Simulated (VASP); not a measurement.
# K2WF (P6_3/mmc) in VASP: further runs

Runs on K2WF. Level: PBE. Tasks: single point, relaxation of cell and atoms.

Program: VASP 6.6.1. These are calculated values, not measurements. Logs are shortened: lines on timing, memory, paths and dates and some standing lists are left out, and cuts for length are marked.

### Step 1. The cell of the first run

The structure is hexagonal, space group P6_3/mmc (No. 194). The conventional cell has a = 3.831 Å, b = 3.831 Å, c = 13.642 Å, α = 90.00°, β = 90.00°, γ = 120.00°. Within 3.5 Å of K (site symmetry 3m) lie 3 W at 2.58 Å and 3 F at 3.04 Å and 3 K at 3.45 Å. Within 3.4 Å of W (site symmetry -3m) lie 6 K at 2.58 Å. F (site symmetry -6m2) has 6 K at 3.04 Å and 6 F at 3.83 Å and 6 W at 4.06 Å within 4.1 Å.

The cell was built from a structure type or drawn by symmetry, and may not be a known phase.

### Step 2. Single point, PBE

File INCAR:

```
SYSTEM = K2WF
PREC = Accurate ; ENCUT = 600
EDIFF = 1E-6 ; ISMEAR = 0
SIGMA = 0.1 ; LREAL = .FALSE.
LASPH = .TRUE. ; NELM = 120
ALGO = Normal ; ISIF = 2
LWAVE = .FALSE. ; LCHARG = .FALSE.
GGA = PE ; NBANDS = 49
GGA_COMPAT = .FALSE.
```

File KPOINTS:

```
Automatic mesh
0
G
  6 6 2
  0 0 0
```

File POSCAR:

```
K2WF
1.0
    3.8307059100      0.0000000000      0.0000000000
   -1.9153529500      3.3174886300      0.0000000000
    0.0000000000      0.0000000000     13.6416190400
K W F
4 2 2
Direct
    0.6666666700      0.3333333300      0.9028959900
    0.3333333300      0.6666666700      0.0971040100
    0.3333333300      0.6666666700      0.4028959900
    0.6666666700      0.3333333300      0.5971040100
    0.0000000000      0.0000000000      0.0000000000
    0.0000000000      0.0000000000      0.5000000000
    0.3333333300      0.6666666700      0.7500000000
    0.6666666700      0.3333333300      0.2500000000
```

Potentials or basis: VASP PAW PBE potentials, release 64 (K_sv, W_sv, F).

Started as:

```bash
> cat potpaw_PBE.64/K_sv/POTCAR potpaw_PBE.64/W_sv/POTCAR potpaw_PBE.64/F/POTCAR > POTCAR
> mpirun -np 1 vasp_std > vasp.out
```

OUTCAR:

```text
SYSTEM = K2WF
   PREC = Accurate
   ENCUT = 600
   EDIFF = 1E-6
   ISMEAR = 0
   LREAL = .FALSE.
   LASPH = .TRUE.
   NELM = 120
   ISIF = 2
   GGA = PE

 ion  position               nearest neighbor table
   1  0.667  0.333  0.903-   5 2.58   5 2.58   5 2.58   2 3.45   2 3.45   2 3.45
   2  0.333  0.667  0.097-   5 2.58   5 2.58   5 2.58   1 3.45   1 3.45   1 3.45
   3  0.333  0.667  0.403-   6 2.58   6 2.58   6 2.58   4 3.45   4 3.45   4 3.45
   4  0.667  0.333  0.597-   6 2.58   6 2.58   6 2.58   3 3.45   3 3.45   3 3.45
   5  0.000  0.000  0.000-   1 2.58   2 2.58   2 2.58   1 2.58   1 2.58   2 2.58
   6  0.000  0.000  0.500-   3 2.58   4 2.58   3 2.58   4 2.58   4 2.58   3 2.58
   7  0.333  0.667  0.750-
   8  0.667  0.333  0.250-

  LATTYP: Found a hexagonal cell.
 ALAT       =     3.8307059100
 C/A-ratio  =     3.5611240749

  Lattice vectors:

 A1 = (   3.8307059100,   0.0000000000,   0.0000000000)
 A2 = (  -1.9153529500,   3.3174886300,   0.0000000000)
 A3 = (   0.0000000000,   0.0000000000,  13.6416190400)

Analysis of symmetry for initial positions (statically):
=====================================================================
 Subroutine PRICEL returns:
 Original cell was already a primitive cell.

 Routine SETGRP: Setting up the symmetry group for a
 hexagonal supercell.

 Subroutine GETGRP returns: Found 24 space group operations
 (whereof 12 operations were pure point group operations)
 out of a pool of 24 trial point group operations.

The static configuration has the point symmetry D_3d.
 The point group associated with its full space group is D_6h.

Analysis of symmetry for dynamics (positions and initial velocities):
=====================================================================
 Subroutine PRICEL returns:
 Original cell was already a primitive cell.

 Routine SETGRP: Setting up the symmetry group for a
 hexagonal supercell.

 Subroutine GETGRP returns: Found 24 space group operations
 (whereof 12 operations were pure point group operations)
 out of a pool of 24 trial point group operations.

The dynamic configuration has the point symmetry D_3d.
 The point group associated with its full space group is D_6h.

 Subroutine INISYM returns: Found 24 space group operations
 (whereof 12 operations are pure point group operations),
 and found     1 'primitive' translations

----------------------------------------------------------------------------------------

                                     Primitive cell

  volume of cell :     173.3621

  direct lattice vectors                    reciprocal lattice vectors
     3.830705910  0.000000000  0.000000000     0.261048492  0.150716417  0.000000000
    -1.915352950  3.317488630  0.000000000     0.000000000  0.301432834  0.000000000
     0.000000000  0.000000000 13.641619040     0.000000000  0.000000000  0.073305082

  length of vectors
     3.830705910  3.830705905 13.641619040     0.301432834  0.301432834  0.073305082

  position of ions in fractional coordinates (direct lattice)
     0.666666670  0.333333330  0.902895990
     0.333333330  0.666666670  0.097104010
     0.333333330  0.666666670  0.402895990
     0.666666670  0.333333330  0.597104010
     0.000000000  0.000000000  0.000000000
     0.000000000  0.000000000  0.500000000
     0.333333330  0.666666670  0.750000000
     0.666666670  0.333333330  0.250000000

  ion indices of the primitive-cell ions
   primitive index   ion index
                 1           1
                 2           2
                 3           3
                 4           4
                 5           5
                 6           6
                 7           7
                 8           8

----------------------------------------------------------------------------------------

 KPOINTS: Automatic mesh

Automatic generation of k-mesh.
 Grid dimensions read from file:
 generate k-points for:    6    6    2

 Generating k-lattice:

  Cartesian coordinates                     Fractional coordinates (reciprocal lattice)
     0.043508082  0.025119403  0.000000000     0.166666667  0.000000000  0.000000000
     0.000000000  0.050238806  0.000000000     0.000000000  0.166666667  0.000000000
     0.000000000  0.000000000  0.036652541     0.000000000  0.000000000  0.500000000

  Length of vectors
     0.050238806  0.050238806  0.036652541

  Shift w.r.t. Gamma in fractional coordinates (k-lattice)
     0.000000000  0.000000000  0.000000000

 Subroutine IBZKPT returns following result:
 ===========================================

 Found     14 irreducible k-points:

 Following reciprocal coordinates:
            Coordinates               Weight
  0.000000  0.000000  0.000000      1.000000
  0.166667  0.000000  0.000000      6.000000
  0.333333  0.000000  0.000000      6.000000
  0.500000  0.000000  0.000000      3.000000
  0.166667  0.166667  0.000000      6.000000
  0.333333  0.166667  0.000000     12.000000
  0.333333  0.333333  0.000000      2.000000
  0.000000  0.000000  0.500000      1.000000
  0.166667  0.000000  0.500000      6.000000
  0.333333  0.000000  0.500000      6.000000
  0.500000  0.000000  0.500000      3.000000
  0.166667  0.166667  0.500000      6.000000
  0.333333  0.166667  0.500000     12.000000
  0.333333  0.333333  0.500000      2.000000
   k-points           NKPTS =     14   k-points in BZ     NKDIM =     14   number of bands    NBANDS=     49
   number of dos      NEDOS =    301   number of ions     NIONS =      8
   total plane-waves  NPLWV = 114688
   dimension x,y,z NGX =    32 NGY =   32 NGZ =  112
   dimension x,y,z NGXF=    64 NGYF=   64 NGZF=  224
   ions per type =               4   2   2
   NGX,Y,Z   is equivalent  to a cutoff of  13.89, 13.89, 13.65 a.u.
   NGXF,Y,Z  is equivalent  to a cutoff of  27.77, 27.77, 27.30 a.u.
 SYSTEM =  K2WF
   PREC   = accura    normal or accurate (medium, high low for compatibility)
   ISTART =      0    job   : 0-new  1-cont  2-samecut
   ICHARG =      2    charge: 1-file 2-atom 10-const
   ISPIN  =      1    spin polarized calculation?
   LNONCOLLINEAR =      F non collinear calculations
   LSORBIT =      F    spin-orbit coupling
   LASPH  =      T    aspherical Exc in radial PAW
   ENCUT  =  600.0 eV  44.10 Ry    6.64 a.u.   7.65  7.65 27.25*2*pi/ulx,y,z
   NELM   =    120;   NELMIN=  2; NELMDL= -5     # of ELM steps
   EDIFF  = 0.1E-05   stopping-criterion for ELM
   LREAL  =      F    real-space projection
   EDIFFG = 0.1E-04   stopping-criterion for IOM
   NSW    =      0    number of steps for IOM
   IBRION =     -1    ionic relax: 0-MD 1-quasi-New 2-CG
   NFREE  =      0    steps in history (QN), initial steepest desc. (CG)
   ISIF   =      2    stress and relaxation
   ISYM   =      2    0-nonsym 1-usesym 2-fastsym
   POTIM  = 0.5000    time-step for ionic-motion
   TEBEG  =    0.0;   TEEND  =   0.0 temperature during run
   PSTRESS=    0.0 pullay stress
   NELECT =      78.0000    total number of electrons
   NUPDOWN=      -1.0000    fix difference up-down
   EMIN   =  10.00;   EMAX   =-10.00  energy-range for DOS
   EFERMI =   0.00;   METHOD = LEGACY
   ISMEAR =     0;   SIGMA  =   0.10  broadening in eV -4-tet -1-fermi 0-gaus
   EFERMI_NEDOS =   21; number of points for ismear=-14 and -15
   IALGO  =     38    algorithm
   IMIX   =      4    mixing-type and parameters
     AMIX     =   0.40;   BMIX     =  1.00
     AMIX_MAG =   1.60;   BMIX_MAG =  1.00
  volume/ion in A,a.u.               =      21.67       146.24
  Fermi-wavevector in a.u.,A,eV,Ry     =   1.254455  2.370576 21.410897  1.573657
  Thomas-Fermi vector in A             =   2.388259
   LORBIT       =      0    0 simple, 1 ext, 2 COOP (PROOUT), +10 PAW based schemes
   GGA     = PE    functional components
   LHFCALC =     F    Hartree Fock is set to
   AEXX    =    0.0000 exact exchange contribution
   IVDW    =     0    specifies the selected vdW correction
   LEPSILON=     F    determine dielectric tensor
   LRPA    =     F    only Hartree local field effects (RPA)
 non-spin polarized calculation
 Gauss-broadening in eV      SIGMA  =   0.10
  energy-cutoff  :      600.00
  volume of cell :      173.36
 maximum number of plane-waves:      5850
 NGX is ok and might be reduce to    32
   NGX = 15   NGY = 15   NGZ = 55

 number of electron      77.9999990 magnetization

 Free energy of the ion-electron system (eV)
  ---------------------------------------------------
  ext. energy  EPLUGINS =         0.00000000
  ---------------------------------------------------
  free energy    TOTEN  =       -16.68728175 eV

  energy without entropy =      -16.58014465  energy(sigma->0) =      -16.63371320

 E-fermi :   1.8541     XC(G=0):  -9.2240

 val. band max:        1.8351898378   @ k =   0.5000   0.0000   0.5000
 cond. band min:       1.8597864319   @ k =   0.5000   0.0000   0.0000
 fundamental gap:      0.0245965941
 Fermi energy:         1.8541016114

 k-point     1 :       0.0000    0.0000    0.0000
  band No.  band energies     occupation
      1     -71.9059      2.00000
      2     -71.9059      2.00000
      3     -36.2746      2.00000
      4     -36.2746      2.00000
      5     -36.2746      2.00000
      6     -36.2746      2.00000
[... 41 lines left out ...]
     48       7.2425      0.00000
     49       7.2840      0.00000

 k-point     2 :       0.1667    0.0000    0.0000
  band No.  band energies     occupation
      1     -71.9056      2.00000
      2     -71.9056      2.00000
      3     -36.2951      2.00000
      4     -36.2951      2.00000
      5     -36.2780      2.00000
      6     -36.2780      2.00000
[... 41 lines left out ...]
     48       6.5963      0.00000
     49       7.5481      0.00000

 k-point     3 :       0.3333    0.0000    0.0000
  band No.  band energies     occupation
      1     -71.9049      2.00000
      2     -71.9049      2.00000
      3     -36.3356      2.00000
      4     -36.3356      2.00000
      5     -36.2849      2.00000
      6     -36.2849      2.00000
[... 561 lines left out ...]
     48       6.3483      0.00000
     49       7.2884      0.00000

 k-point    14 :       0.3333    0.3333    0.5000
  band No.  band energies     occupation
      1     -71.9044      2.00000
      2     -71.9044      2.00000
      3     -36.3276      2.00000
      4     -36.3276      2.00000
      5     -36.3276      2.00000
      6     -36.3276      2.00000
[... 41 lines left out ...]
     48       5.9844      0.00000
     49       6.5871      0.00000

------------------------ aborting loop because EDIFF is reached ----------------------------------------

  FORCE on cell =-STRESS in cart. coord.  units (eV):
  Direction    XX          YY          ZZ          XY          YZ          ZX
  --------------------------------------------------------------------------------------
  -------------------------------------------------------------------------------------
  Total       15.5032744     15.5032744     17.9106480      0.0000000      0.0000000      0.0000000
  in kB      143.2781103    143.2781101    165.5265678      0.0000002      0.0000000      0.0000000
  external PRESSURE =     150.6942627 kB  Pullay stress =       0.0000000 kB

 VOLUME and BASIS-vectors are now :
 -----------------------------------------------------------------------------
  energy-cutoff  :      600.00
  volume of cell :      173.36
      direct lattice vectors                 reciprocal lattice vectors
     3.830705910  0.000000000  0.000000000     0.261048492  0.150716417  0.000000000
    -1.915352950  3.317488630  0.000000000     0.000000000  0.301432834  0.000000000
     0.000000000  0.000000000 13.641619040     0.000000000  0.000000000  0.073305082

 POSITION                                       TOTAL-FORCE (eV/Angst)
 -----------------------------------------------------------------------------------
      1.91535      1.10583     12.31696         0.000000      0.000000     -5.590800
     -0.00000      2.21166      1.32466        -0.000000      0.000000      5.590800
     -0.00000      2.21166      5.49615         0.000000     -0.000000     -5.590800
      1.91535      1.10583      8.14547         0.000000      0.000000      5.590800
      0.00000      0.00000      0.00000         0.000000      0.000000      0.000000
      0.00000      0.00000      6.82081         0.000000      0.000000      0.000000
     -0.00000      2.21166     10.23121        -0.000000      0.000000      0.000000
      1.91535      1.10583      3.41040         0.000000     -0.000000      0.000000
 -----------------------------------------------------------------------------------
    total drift:                                0.000000     -0.000000      0.000000

  FREE ENERGIE OF THE ION-ELECTRON SYSTEM (eV)
  ---------------------------------------------------
  free  energy   TOTEN  =       -16.6872817468 eV

  energy  without entropy=      -16.5801446541  energy(sigma->0) =      -16.63371320
```

Run time: 4.8 min. Hardware: 1 thread of Intel Xeon 8259CL, shared host; peak memory 0.4 GiB.

Results:

| Property | Result |
| --- | --- |
| Free energy | -16.6873 eV |
| Pressure | 15.1 GPa |
| Largest force | 5.591 eV/Å |
| Band gap on the k mesh | zero (bands 39 and 40 overlap by 1.20 eV) |

Forces in eV/Å, atoms in the order of the input:
```
K    0.000  0.000 -5.591
K    0.000  0.000  5.591
K    0.000  0.000 -5.591
K    0.000  0.000  5.591
W    0.000  0.000  0.000
W    0.000  0.000  0.000
F    0.000  0.000  0.000
F    0.000  0.000  0.000
```

Levels at points of the mesh, in eV from the Fermi level:
```tsv
k point	band 36	band 37	band 38	band 39	band 40	band 41	band 42	band 43	band 44	band 45
(0.00, 0.00, 0.00)	-1.12	-1.11	-1.11	-0.82	-0.65	-0.09	-0.09	-0.04	-0.04	1.23
(0.50, 0.00, 0.00)	0.01	0.03	0.14	0.33	0.36	0.47	0.47	0.90	0.92	1.67
(0.00, 0.00, 0.50)	-1.12	-1.12	-1.12	-0.77	-0.77	-0.07	-0.07	-0.07	-0.07	1.55
(0.50, 0.00, 0.50)	-0.02	0.08	0.08	0.34	0.34	0.47	0.47	0.91	0.91	1.70
```

Caveat: the cell stands under pressure; spin-orbit coupling is left out, which moves the levels of the heavy elements; forces of over 1 eV/Å act on the atoms, so gaps and moduli don't describe the material at rest.

(Continued in part 2 of 2.)
